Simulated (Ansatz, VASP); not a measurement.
# SrO in VASP and in Ansatz

File INCAR:

```
PREC = Accurate
ENCUT = 520
EDIFF = 1E-6
ISMEAR = 0
SIGMA = 0.05
LREAL = False
LASPH = True
NELM = 80
ALGO = Normal
ISIF = 2
LWAVE = False
LCHARG = False
GGA = PE
NBANDS = 15
```

The input KPOINTS:

```
Automatic mesh
0
Gamma
  8 8 8
```

File POSCAR:

```
SrO
1.0
    0.0000000000      2.5973917585      2.7012874288
    2.5973917585      0.0000000000      2.7012874288
    2.5973917585      2.5973917585      0.0000000000
Sr O
1 1
Direct
    0.0000000000      0.0000000000      0.0000000000
    0.5000000000      0.5000000000      0.5000000000
```

Input for Ansatz:

```yaml
crystal:
  lattice:
    - [0.0, 2.5973917585, 2.7012874288]
    - [2.5973917585, 0.0, 2.7012874288]
    - [2.5973917585, 2.5973917585, 0.0]
  atoms:
    - { symbol: Sr, position: [0.0, 0.0, 0.0] }
    - { symbol: O, position: [0.5, 0.5, 0.5] }
basis:
  ecutwfc: 420
kpoints:
  mp_grid: { grid: [8, 8, 8] }
hamiltonian:
  xc: pbe
scf:
  occupations: { method: gaussian, width: 0.05 }
output:
  forces: true
  stress: true
  eigenvalues: true
```

Change from the starting cell: strain +0.000 along x and y, +0.040 along z, atoms carried along.

Alike in both runs: task single point; functional PBE; k mesh 8 × 8 × 8; occupations gaussian, width 0.05 eV; no spin polarisation.

```csv
,VASP,Ansatz
version,VASP 6.6.1,Ansatz 0.2.0
potentials or method,"VASP PAW PBE potentials, release 64 (Sr_sv, O), cutoff 520 eV","scalar-relativistic, plane waves, PAW"
valence electrons in the cell,16,16
```

```csv
,VASP,Ansatz,Ansatz less VASP
gap on the k mesh at the Fermi level (eV),3.22,3.27,+0.044
least direct gap on the mesh (eV),3.35,3.38,+0.033
pressure (GPa),-2.3,-2.8,-0.43
"traceless stress, the component that is largest in VASP (GPa)",-2.29,-2.16,+0.134
```
